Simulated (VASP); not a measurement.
# SnSe (Pm-3m) in VASP: notebook

The runs below take SnSe through single point, with r2SCAN+D3(BJ).

Everything below comes from runs of VASP 6.6.1. Logs are shortened: lines on timing, memory, paths and dates and some standing lists are left out, and cuts for length are marked.

## Step 1: The cell of the first run

The structure is cubic, space group Pm-3m (No. 221). Conventional cell: a = 3.374 Å, b = 3.374 Å, c = 3.374 Å, α = 90.00°, β = 90.00°, γ = 90.00°. Se (site symmetry m-3m) has 8 Sn at 2.92 Å and 6 Se at 3.37 Å within 3.8 Å. Within 3.8 Å of Sn (site symmetry m-3m) lie 8 Se at 2.92 Å and 6 Sn at 3.37 Å.

## Step 2: Single point, r2SCAN+D3(BJ) (19.20 Å³/atom)

Contents of POSCAR:

```
SnSe
1.0
    3.3737528432      0.0000000000      0.0000000000
    0.0000000000      3.3737528432      0.0000000000
    0.0000000000      0.0000000000      3.3737528432
Se Sn
1 1
Direct
    0.0000000000      0.0000000000      0.0000000000
    0.5000000000      0.5000000000      0.5000000000
```

Contents of INCAR.step1:

```
SYSTEM = SnSe
ALGO     = Normal         ! electronic algorithm
EDIFF    = 1E-4           ! SCF threshold, eV
ENCUT    = 520            ! plane-wave cutoff, eV
GGA      = PE             ! functional
ISMEAR   = 0              ! smearing method
LASPH    = .True.         ! aspherical terms in the spheres
LCHARG   = .False.        ! write CHGCAR
LREAL    = .False.        ! projectors in reciprocal space
LWAVE    = .True.         ! write WAVECAR
NBANDS   = 17             ! bands
NELM     = 100            ! most SCF steps
PREC     = Accurate       ! precision mode
SIGMA    = 0.05           ! smearing width, eV
```

Contents of INCAR.step2:

```
SYSTEM = SnSe
ALGO     = Normal         ! electronic algorithm
EDIFF    = 1E-6           ! SCF threshold, eV
ENCUT    = 520            ! plane-wave cutoff, eV
ISIF     = 2              ! what is computed and relaxed
ISMEAR   = 0              ! smearing method
ISTART   = 1            
IVDW     = 12             ! dispersion correction
LASPH    = .True.         ! aspherical terms in the spheres
LCHARG   = .True.         ! write CHGCAR
LELF     = .True.         ! ELF
LMIXTAU  = .True.       
LREAL    = .False.        ! projectors in reciprocal space
LVHAR    = .True.       
LWAVE    = .False.        ! write WAVECAR
METAGGA  = R2SCAN         ! meta-GGA
NBANDS   = 17             ! bands
NELM     = 100            ! most SCF steps
PREC     = Accurate       ! precision mode
SIGMA    = 0.05           ! smearing width, eV
VDW_A1   = 0.49484001   
VDW_A2   = 5.73083694   
VDW_S6   = 1.0          
VDW_S8   = 0.78981345
```

Contents of KPOINTS:

```
k-points
0
Gamma
  10 10 10
  0 0 0
```

Potentials or basis: VASP PAW PBE potentials, release 64 (Se, Sn_d).

On the command line:

```console
$ cat potpaw_PBE.64/Se/POTCAR potpaw_PBE.64/Sn_d/POTCAR > POTCAR
$ cp INCAR.step1 INCAR
$ mpirun -np 1 vasp_std > vasp.out
$ cp INCAR.step2 INCAR
$ mpirun -np 1 vasp_std > vasp.out
```

OUTCAR:

```text
SYSTEM = SnSe
   EDIFF = 1E-6
   ENCUT = 520
   ISIF = 2
   ISMEAR = 0
   ISTART = 1
   IVDW = 12
   LASPH = .True.
   LREAL = .False.
   METAGGA = R2SCAN
   NELM = 100
   PREC = Accurate
 IVDW          = 12

 ion  position               nearest neighbor table
   1  0.000  0.000  0.000-   2 2.92   2 2.92   2 2.92   2 2.92   2 2.92   2 2.92   2 2.92   2 2.92

   2  0.500  0.500  0.500-   1 2.92   1 2.92   1 2.92   1 2.92   1 2.92   1 2.92   1 2.92   1 2.92

  LATTYP: Found a simple cubic cell.
 ALAT       =     3.3737528432

  Lattice vectors:

 A1 = (   3.3737528432,   0.0000000000,   0.0000000000)
 A2 = (   0.0000000000,   3.3737528432,   0.0000000000)
 A3 = (   0.0000000000,   0.0000000000,   3.3737528432)

Analysis of symmetry for initial positions (statically):
=====================================================================
 Subroutine PRICEL returns:
 Original cell was already a primitive cell.

 Routine SETGRP: Setting up the symmetry group for a
 simple cubic supercell.

 Subroutine GETGRP returns: Found 48 space group operations
 (whereof 48 operations were pure point group operations)
 out of a pool of 48 trial point group operations.

The static configuration has the point symmetry O_h .

Analysis of symmetry for dynamics (positions and initial velocities):
=====================================================================
 Subroutine PRICEL returns:
 Original cell was already a primitive cell.

 Routine SETGRP: Setting up the symmetry group for a
 simple cubic supercell.

 Subroutine GETGRP returns: Found 48 space group operations
 (whereof 48 operations were pure point group operations)
 out of a pool of 48 trial point group operations.

The dynamic configuration has the point symmetry O_h .

 Subroutine INISYM returns: Found 48 space group operations
 (whereof 48 operations are pure point group operations),
 and found     1 'primitive' translations

----------------------------------------------------------------------------------------

                                     Primitive cell

  volume of cell :      38.4008

  direct lattice vectors                    reciprocal lattice vectors
     3.373752843  0.000000000  0.000000000     0.296405827  0.000000000  0.000000000
     0.000000000  3.373752843  0.000000000     0.000000000  0.296405827  0.000000000
     0.000000000  0.000000000  3.373752843     0.000000000  0.000000000  0.296405827

  length of vectors
     3.373752843  3.373752843  3.373752843     0.296405827  0.296405827  0.296405827

  position of ions in fractional coordinates (direct lattice)
     0.000000000  0.000000000  0.000000000
     0.500000000  0.500000000  0.500000000

  ion indices of the primitive-cell ions
   primitive index   ion index
                 1           1
                 2           2

----------------------------------------------------------------------------------------

 KPOINTS: k-points

Automatic generation of k-mesh.
 Grid dimensions read from file:
 generate k-points for:   10   10   10

 Generating k-lattice:

  Cartesian coordinates                     Fractional coordinates (reciprocal lattice)
     0.029640583  0.000000000  0.000000000     0.100000000  0.000000000  0.000000000
     0.000000000  0.029640583  0.000000000     0.000000000  0.100000000  0.000000000
     0.000000000  0.000000000  0.029640583     0.000000000  0.000000000  0.100000000

  Length of vectors
     0.029640583  0.029640583  0.029640583

  Shift w.r.t. Gamma in fractional coordinates (k-lattice)
     0.000000000  0.000000000  0.000000000

 Subroutine IBZKPT returns following result:
 ===========================================

 Found     56 irreducible k-points:

 Following reciprocal coordinates:
            Coordinates               Weight
  0.000000  0.000000  0.000000      1.000000
  0.100000  0.000000  0.000000      6.000000
  0.200000  0.000000  0.000000      6.000000
  0.300000  0.000000  0.000000      6.000000
  0.400000  0.000000  0.000000      6.000000
  0.500000  0.000000  0.000000      3.000000
[... 16 lines left out ...]
  0.200000  0.100000  0.100000     24.000000
  0.300000  0.100000  0.100000     24.000000
 [... further k-points ...]
   k-points           NKPTS =     56   k-points in BZ     NKDIM =     56   number of bands    NBANDS=     17
   number of dos      NEDOS =    301   number of ions     NIONS =      2
   total plane-waves  NPLWV =  21952
   dimension x,y,z NGX =    28 NGY =   28 NGZ =   28
   dimension x,y,z NGXF=    56 NGYF=   56 NGZF=   56
   ions per type =               1   1
   NGX,Y,Z   is equivalent  to a cutoff of  13.80, 13.80, 13.80 a.u.
   NGXF,Y,Z  is equivalent  to a cutoff of  27.59, 27.59, 27.59 a.u.
 SYSTEM =  SnSe
   PREC   = accura    normal or accurate (medium, high low for compatibility)
   ISTART =      1    job   : 0-new  1-cont  2-samecut
   ICHARG =      0    charge: 1-file 2-atom 10-const
   ISPIN  =      1    spin polarized calculation?
   LNONCOLLINEAR =      F non collinear calculations
   LSORBIT =      F    spin-orbit coupling
   LASPH  =      T    aspherical Exc in radial PAW
   ENCUT  =  520.0 eV  38.22 Ry    6.18 a.u.   6.27  6.27  6.27*2*pi/ulx,y,z
   NELM   =    100;   NELMIN=  2; NELMDL=  0     # of ELM steps
   EDIFF  = 0.1E-05   stopping-criterion for ELM
   LREAL  =      F    real-space projection
   EDIFFG = 0.1E-04   stopping-criterion for IOM
   NSW    =      0    number of steps for IOM
   IBRION =     -1    ionic relax: 0-MD 1-quasi-New 2-CG
   NFREE  =      0    steps in history (QN), initial steepest desc. (CG)
   ISIF   =      2    stress and relaxation
   ISYM   =      2    0-nonsym 1-usesym 2-fastsym
   POTIM  = 0.5000    time-step for ionic-motion
   TEBEG  =    0.0;   TEEND  =   0.0 temperature during run
   PSTRESS=    0.0 pullay stress
   NELECT =      20.0000    total number of electrons
   NUPDOWN=      -1.0000    fix difference up-down
   EMIN   =  10.00;   EMAX   =-10.00  energy-range for DOS
   EFERMI =   0.00;   METHOD = LEGACY
   ISMEAR =     0;   SIGMA  =   0.05  broadening in eV -4-tet -1-fermi 0-gaus
   EFERMI_NEDOS =   21; number of points for ismear=-14 and -15
   IALGO  =     38    algorithm
   IMIX   =      4    mixing-type and parameters
     AMIX     =   0.40;   BMIX     =  1.00
     AMIX_MAG =   1.60;   BMIX_MAG =  1.00
  volume/ion in A,a.u.               =      19.20       129.57
  Fermi-wavevector in a.u.,A,eV,Ry     =   1.317159  2.489070 23.604857  1.734908
  Thomas-Fermi vector in A             =   2.447220
   LORBIT       =      0    0 simple, 1 ext, 2 COOP (PROOUT), +10 PAW based schemes
   METAGGA = R2SCAN    functional components
   LHFCALC =     F    Hartree Fock is set to
   AEXX    =    0.0000 exact exchange contribution
   IVDW    =    12    specifies the selected vdW correction
   LEPSILON=     F    determine dielectric tensor
   LRPA    =     F    only Hartree local field effects (RPA)
 non-spin polarized calculation
 Gauss-broadening in eV      SIGMA  =   0.05
  energy-cutoff  :      520.00
  volume of cell :       38.40
 maximum number of plane-waves:      1064
 NGX is ok and might be reduce to    28
   NGX = 13   NGY = 13   NGZ = 13

 number of electron      20.0000005 magnetization

 Free energy of the ion-electron system (eV)
  ---------------------------------------------------
  ext. energy  EPLUGINS =         0.00000000
  ---------------------------------------------------
  free energy    TOTEN  =       -38.67222734 eV

  energy without entropy =      -38.66994557  energy(sigma->0) =      -38.67108645

 E-fermi :   9.8514     XC(G=0): -12.2008

 val. band max:        9.8399313222   @ k =   0.5000   0.4000   0.4000
 cond. band min:       9.8590700957   @ k =   0.3000   0.2000   0.1000
 fundamental gap:      0.0191387735
 Fermi energy:         9.8514173387

 k-point     1 :       0.0000    0.0000    0.0000
  band No.  band energies     occupation
      1     -12.9304      2.00000
      2     -12.9304      2.00000
      3     -12.7602      2.00000
      4     -12.7602      2.00000
      5     -12.7602      2.00000
      6      -6.9879      2.00000
[... 9 lines left out ...]
     16      23.6166      0.00000
     17      23.6166      0.00000

 k-point     2 :       0.1000    0.0000    0.0000
  band No.  band energies     occupation
      1     -12.9295      2.00000
      2     -12.9167      2.00000
      3     -12.7658      2.00000
      4     -12.7658      2.00000
      5     -12.7597      2.00000
      6      -6.8757      2.00000
[... 9 lines left out ...]
     16      23.3306      0.00000
     17      23.3315      0.00000

 k-point     3 :       0.2000    0.0000    0.0000
  band No.  band energies     occupation
      1     -12.9271      2.00000
      2     -12.8808      2.00000
      3     -12.7802      2.00000
      4     -12.7802      2.00000
      5     -12.7584      2.00000
      6      -6.5500      2.00000
[... 9 lines left out ...]
     16      21.6707      0.00000
     17      23.4509      0.00000

 k-point     4 :       0.3000    0.0000    0.0000
  band No.  band energies     occupation
      1     -12.9242      2.00000
      2     -12.8366      2.00000
      3     -12.7980      2.00000
      4     -12.7980      2.00000
      5     -12.7568      2.00000
      6      -6.0566      2.00000
[... 9 lines left out ...]
     16      19.9374      0.00000
     17      23.9504      0.00000
[... 343 lines left out ...]
      1     -12.9084      2.00000
      2     -12.9084      2.00000
      3     -12.7732      2.00000
      4     -12.7702      2.00000
      5     -12.7702      2.00000
      6      -6.6508      2.00000
[... 9 lines left out ...]
     16      22.3978      0.00000
     17      22.3978      0.00000

 k-point    23 :       0.2000    0.1000    0.1000
  band No.  band energies     occupation
      1     -12.9061      2.00000
      2     -12.8721      2.00000
      3     -12.7889      2.00000
      4     -12.7851      2.00000
      5     -12.7692      2.00000
      6      -6.3255      2.00000
[... 9 lines left out ...]
     16      21.6607      0.00000
     17      22.3075      0.00000

 k-point    24 :       0.3000    0.1000    0.1000
  band No.  band energies     occupation
      1     -12.9033      2.00000
      2     -12.8273      2.00000
      3     -12.8088      2.00000
      4     -12.8036      2.00000
      5     -12.7671      2.00000
      6      -5.8351      2.00000
[... 9 lines left out ...]
     16      21.1924      0.00000
     17      21.2970      0.00000

 [... further k-points ...]

------------------------ aborting loop because EDIFF is reached ----------------------------------------

 Edisp (eV)   -0.47489

 E8    (eV) :    -0.1680

  FORCE on cell =-STRESS in cart. coord.  units (eV):
  Direction    XX          YY          ZZ          XY          YZ          ZX
  --------------------------------------------------------------------------------------
  -------------------------------------------------------------------------------------
  Total       4.93332     4.93332     4.93332    -0.00000    -0.00000    -0.00000
  in kB     205.83067   205.83067   205.83067    -0.00000    -0.00000    -0.00000
  external pressure =      205.83 kB  Pullay stress =        0.00 kB

 VOLUME and BASIS-vectors are now :
 -----------------------------------------------------------------------------
  energy-cutoff  :      520.00
  volume of cell :       38.40
      direct lattice vectors                 reciprocal lattice vectors
     3.373752843  0.000000000  0.000000000     0.296405827  0.000000000  0.000000000
     0.000000000  3.373752843  0.000000000     0.000000000  0.296405827  0.000000000
     0.000000000  0.000000000  3.373752843     0.000000000  0.000000000  0.296405827

 POSITION                                       TOTAL-FORCE (eV/Angst)
 -----------------------------------------------------------------------------------
      0.00000      0.00000      0.00000         0.000000      0.000000      0.000000
      1.68688      1.68688      1.68688         0.000000      0.000000      0.000000
 -----------------------------------------------------------------------------------
    total drift:                                0.000000      0.000000      0.000000

  FREE ENERGIE OF THE ION-ELECTRON SYSTEM (eV)
  ---------------------------------------------------
  free  energy   TOTEN  =       -39.1471168563 eV

  energy  without entropy=      -39.1448350875  energy(sigma->0) =      -39.14597597
```

It took 2.5 min on 1 thread of Intel Xeon 8259CL, shared host; peak memory 0.2 GiB.

What came out:

| Property | Result |
| --- | --- |
| Free energy | -39.1471 eV |
| Pressure | 20.6 GPa |
| Band gap on the k mesh | zero (bands 10 and 11 overlap by 2.88 eV) |
| Dispersion energy per atom | -0.237 eV |

Levels at points of the mesh, in eV from the Fermi level:
| k point | band 6 | band 7 | band 8 | band 9 | band 10 | band 11 | band 12 | band 13 | band 14 | band 15 |
| --- | --- | --- | --- | --- | --- | --- | --- | --- | --- | --- |
| (0.00, 0.00, 0.00) | -16.84 | -5.19 | -3.24 | -3.24 | -3.24 | 3.92 | 3.92 | 8.25 | 8.25 | 8.25 |
| (0.50, 0.00, 0.00) | -15.12 | -10.76 | -1.37 | -1.37 | 0.26 | 1.37 | 3.24 | 3.24 | 5.90 | 8.06 |
| (0.50, 0.50, 0.00) | -13.69 | -7.46 | -7.46 | -6.94 | -0.81 | 5.10 | 5.10 | 6.03 | 7.25 | 8.95 |
| (0.50, 0.50, 0.50) | -13.02 | -4.76 | -4.76 | -4.76 | -4.16 | -2.32 | -2.32 | -2.32 | 17.93 | 17.93 |

Caveat: the cell stands under pressure; the PAW data sets were made with another functional, which shifts forces and pressure a little; spin-orbit coupling is left out, which moves the levels of the heavy elements.

## Step 3: Single point, r2SCAN+D3(BJ) (20.16 Å³/atom)

This run uses another cell than the first one, of 20.16 Å³/atom.

Contents of POSCAR:

```
SnSe
1.0
    3.4290700986      0.0000000000      0.0000000000
    0.0000000000      3.4290700986      0.0000000000
    0.0000000000      0.0000000000      3.4290700986
Se Sn
1 1
Direct
    0.0000000000      0.0000000000      0.0000000000
    0.5000000000      0.5000000000      0.5000000000
```

Contents of INCAR.step1:

```
SYSTEM = SnSe
  ALGO = Normal
  EDIFF = 1E-4
  ENCUT = 520
  GGA = PE
  ISMEAR = 0
  LASPH = .True.
  LCHARG = .False.
  LREAL = .False.
  LWAVE = .True.
  NBANDS = 17
  NELM = 80
  PREC = Accurate
  SIGMA = 0.05
```

Contents of INCAR.step2:

```
SYSTEM = SnSe
  ALGO = Normal
  EDIFF = 1E-6
  ENCUT = 520
  ISIF = 2
  ISMEAR = 0
  ISTART = 1
  IVDW = 12
  LASPH = .True.
  LCHARG = .False.
  LMIXTAU = .True.
  LREAL = .False.
  LWAVE = .False.
  METAGGA = R2SCAN
  NBANDS = 17
  NELM = 80
  PREC = Accurate
  SIGMA = 0.05
  VDW_A1 = 0.49484001
  VDW_A2 = 5.73083694
  VDW_S6 = 1.0
  VDW_S8 = 0.78981345
```

KPOINTS is that of step 2.

Potentials or basis: VASP PAW PBE potentials, release 64 (Se, Sn_d).

On the command line:

```console
$ cat potpaw_PBE.64/Se/POTCAR potpaw_PBE.64/Sn_d/POTCAR > POTCAR
$ cp INCAR.step1 INCAR
$ mpirun -np 1 vasp_std > vasp.out
$ cp INCAR.step2 INCAR
$ mpirun -np 1 vasp_std > vasp.out
```

Run time: 3.4 min. Hardware: 1 thread of Intel Xeon 8259CL, shared host; peak memory 0.2 GiB.

Results (log left out):

- Free energy: -39.3539 eV
- Pressure: 14.0 GPa
- Band gap on the k mesh: zero (bands 10 and 11 overlap by 2.50 eV)
- Dispersion energy per atom: -0.226 eV

Levels at points of the mesh, in eV from the Fermi level:
| k point | band 6 | band 7 | band 8 | band 9 | band 10 | band 11 | band 12 | band 13 | band 14 | band 15 |
| --- | --- | --- | --- | --- | --- | --- | --- | --- | --- | --- |
| (0.00, 0.00, 0.00) | -16.27 | -5.30 | -2.97 | -2.97 | -2.97 | 4.16 | 4.16 | 7.88 | 7.88 | 7.88 |
| (0.50, 0.00, 0.00) | -14.69 | -10.27 | -1.22 | -1.22 | 0.25 | 1.20 | 3.29 | 3.29 | 6.16 | 8.11 |
| (0.50, 0.50, 0.00) | -13.44 | -6.96 | -6.96 | -6.74 | -0.69 | 5.01 | 5.01 | 5.84 | 7.25 | 8.99 |
| (0.50, 0.50, 0.50) | -12.82 | -4.41 | -4.41 | -4.41 | -4.21 | -2.01 | -2.01 | -2.01 | 17.33 | 17.33 |

Caveat: the cell stands under pressure; the PAW data sets were made with another functional, which shifts forces and pressure a little; spin-orbit coupling is left out, which moves the levels of the heavy elements.

## Step 4: Single point, r2SCAN+D3(BJ) (21.12 Å³/atom)

This run uses another cell than the first one, of 21.12 Å³/atom.

Contents of POSCAR:

```
SnSe
1.0
    3.4826579745      0.0000000000      0.0000000000
    0.0000000000      3.4826579745      0.0000000000
    0.0000000000      0.0000000000      3.4826579745
Se Sn
1 1
Direct
    0.0000000000      0.0000000000      0.0000000000
    0.5000000000      0.5000000000      0.5000000000
```

Contents of INCAR.step1:

```
  PREC = Accurate
  ENCUT = 520
  ISMEAR = 0
  SIGMA = 0.05
  LREAL = F
  LASPH = T
  NELM = 80
  NBANDS = 17
  GGA = PE
  ALGO = Normal
  EDIFF = 1E-4
  LWAVE = T
  LCHARG = F
```

Contents of INCAR.step2:

```
  PREC = Accurate
  ENCUT = 520
  EDIFF = 1E-6
  ISMEAR = 0
  SIGMA = 0.05
  LREAL = F
  LASPH = T
  NELM = 80
  ALGO = Normal
  ISIF = 2
  LWAVE = F
  LCHARG = F
  METAGGA = R2SCAN
  LMIXTAU = T
  IVDW = 12
  VDW_S6 = 1.0
  VDW_S8 = 0.78981345
  VDW_A1 = 0.49484001
  VDW_A2 = 5.73083694
  NBANDS = 17
  ISTART = 1
```

Contents of KPOINTS:

```
regular mesh
0
Gamma
  10 10 10
```

On the command line:

```console
$ cat potpaw_PBE.64/Se/POTCAR potpaw_PBE.64/Sn_d/POTCAR > POTCAR
$ cp INCAR.step1 INCAR
$ mpirun -np 1 vasp_std > vasp.out
$ cp INCAR.step2 INCAR
$ mpirun -np 1 vasp_std > vasp.out
```

It took 4 min on 1 thread of Intel Xeon 8259CL, shared host; peak memory 0.2 GiB.

It converged, with:

```yaml
Free_energy: -39.4912 eV
Pressure: 9.3 GPa
Band_gap_on_the_k_mesh: zero (bands 10 and 11 overlap by 2.16 eV)
Dispersion_energy_per_atom: -0.215 eV
```

Levels at points of the mesh, in eV from the Fermi level:
```tsv
k point	band 8	band 9	band 10	band 11	band 12	band 13
(0.00, 0.00, 0.00)	-2.74	-2.74	-2.74	4.36	4.36	7.53
(0.50, 0.00, 0.00)	-1.10	-1.10	0.24	1.02	3.30	3.30
(0.50, 0.50, 0.00)	-6.52	-6.52	-0.59	4.89	4.89	5.64
(0.50, 0.50, 0.50)	-4.10	-4.10	-4.10	-1.74	-1.74	-1.74
```

Caveat: the cell stands under pressure; the PAW data sets were made with another functional, which shifts forces and pressure a little; spin-orbit coupling is left out, which moves the levels of the heavy elements.

## Step 5: The runs side by side

```tsv
cell	gap on the mesh (eV)	pressure (GPa)
a = 3.374 Å, 2 atoms	none	20.6
a = 3.429 Å, 2 atoms	none	14.0
a = 3.483 Å, 2 atoms	none	9.3
```

Alike in all rows: task single point; level r2SCAN+D3(BJ); potentials or basis VASP PAW PBE potentials, release 64 (Se, Sn_d); no spin polarisation; k mesh 10 × 10 × 10; cutoff (eV) 520; smearing gaussian 0.05 eV.

Caveats: the cell stands under pressure; the PAW data sets were made with another functional, which shifts forces and pressure a little; spin-orbit coupling is left out, which moves the levels of the heavy elements.

Absolute energies hang on the potentials; compare differences alone.

The gap in the log of VASP goes by the Fermi energy; the results here count the filled bands.